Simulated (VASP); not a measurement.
Write the native input for VASP 6.6.1 that does the following.

* Task: relaxation of cell and atoms
* Functional: PBE
* Potentials or basis: VASP PAW PBE potentials, release 64 (Si, C)
* Cutoff: 600 eV
* k mesh: 4 × 4 × 4
* Occupations: gaussian, width 0.2 eV
* Spin: no spin polarisation
* Dipole correction: no
* Further INCAR settings: ALGO = Normal; EDIFF = 1e-06; IBRION = 2; EDIFFG = -0.08; NSW = 36; ISIF = 3

The structure of Si4C lies in POSCAR:

```
Si4C
1.0
   -3.8100000000      3.8100000000      2.4100000000
    3.8100000000     -3.8100000000      2.4100000000
    3.8100000000      3.8100000000     -2.4100000000
Si C
8 2
Direct
    0.4000000000      0.8000000000      0.2000000000
    0.2000000000      0.4000000000      0.6000000000
    0.1500000000      0.0500000000      0.7000000000
    0.6000000000      0.2000000000      0.8000000000
    0.5500000000      0.8500000000      0.9000000000
    0.8000000000      0.6000000000      0.4000000000
    0.3500000000      0.4500000000      0.3000000000
    0.9500000000      0.6500000000      0.1000000000
    0.7500000000      0.2500000000      0.5000000000
    0.0000000000      0.0000000000      0.0000000000
```

The input as run:

INCAR

```
SYSTEM = Si4C
PREC     = Accurate       ! precision mode
ENCUT    = 600            ! plane-wave cutoff, eV
EDIFF    = 1E-6           ! SCF threshold, eV
ISMEAR   = 0              ! smearing method
SIGMA    = 0.2            ! smearing width, eV
LREAL    = .False.        ! projectors in reciprocal space
LASPH    = .True.         ! aspherical terms in the spheres
NELM     = 100            ! most SCF steps
ALGO     = Normal         ! electronic algorithm
ISIF     = 3              ! what is computed and relaxed
LWAVE    = .False.        ! write WAVECAR
LCHARG   = .False.        ! write CHGCAR
GGA      = PE             ! functional
IBRION   = 2              ! ionic algorithm
NSW      = 36             ! ionic steps
EDIFFG   = -0.08          ! ionic threshold
```

KPOINTS

```
Automatic mesh
0
Gamma
  4 4 4
  0 0 0
```

Potentials or basis: VASP PAW PBE potentials, release 64 (Si, C).

Launch:

```bash
$ cat potpaw_PBE.64/Si/POTCAR potpaw_PBE.64/C/POTCAR > POTCAR
$ mpirun -np 1 vasp_std > vasp.out
```

It gave:

```json
{"Relaxed volume": "15.86 Å³/atom", "Relaxed cell": "a = 6.153 Å, b = 6.153 Å, c = 6.153 Å, α = 99.61°, β = 99.61°, γ = 131.76°", "Space group after relaxing (to 0.1 Å)": "I4_1/a (No. 88)", "Energy gained by relaxing": "688.8 meV/atom", "Ionic steps": "11", "Pressure after relaxing": "0.5 GPa", "Largest force after relaxing": "0.077 eV/Å", "Band gap on the k mesh": "0.82 eV (least direct gap 1.67 eV)"}
```

Caveat: the relaxation stopped at a loose force limit of 0.08 eV/Å, so its end isn't a converged minimum.

It took 18 min on 1 thread of Intel Xeon 8259CL (shared host), peak memory 0.35 GiB.
